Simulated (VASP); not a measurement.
A run of VASP 6.6.1:

Contents of INCAR:

```
  PREC = Accurate
  ENCUT = 520
  EDIFF = 1E-6
  ISMEAR = -1
  SIGMA = 0.2
  LREAL = F
  LASPH = T
  NELM = 150
  ALGO = Normal
  ISIF = 2
  LWAVE = F
  LCHARG = T
  ISPIN = 2
  MAGMOM = 0 3.2 3.2 3.2 0
  LORBIT = 11
  LMAXMIX = 4
  LELF = T
  LVHAR = T
  NBANDS = 34
```

KPOINTS

```
regular mesh
0
Gamma
  6 6 6
```

Contents of POSCAR:

```
ZnCo3C
1.0
    3.5983345239      0.0000000000      0.0000000000
    0.0000000000      3.5983345239      0.0000000000
    0.0000000000      0.0000000000      3.5983345239
Zn Co C
1 3 1
Direct
    0.0000000000      0.0000000000      0.0000000000
    0.0000000000      0.5000000000      0.5000000000
    0.5000000000      0.5000000000      0.0000000000
    0.5000000000      0.0000000000      0.5000000000
    0.5000000000      0.5000000000      0.5000000000
```

Potentials or basis: VASP PAW LDA potentials, release 64 (Zn, Co, C).

Launch:

```sh
$ cat potpaw_LDA.64/Zn/POTCAR potpaw_LDA.64/Co/POTCAR potpaw_LDA.64/C/POTCAR > POTCAR
$ mpirun -np 1 vasp_std > vasp.out
```

Hardware: 1 thread of Oxide Virtual Turin-like Processor, on a shared host.

Task: How long does it take, and how much memory?

Result: Wall time 62 s on 1 thread of Oxide Virtual Turin-like Processor, with other jobs on the host, peak memory 0.15 GiB. Counts: scf iterations 15, k points 20.
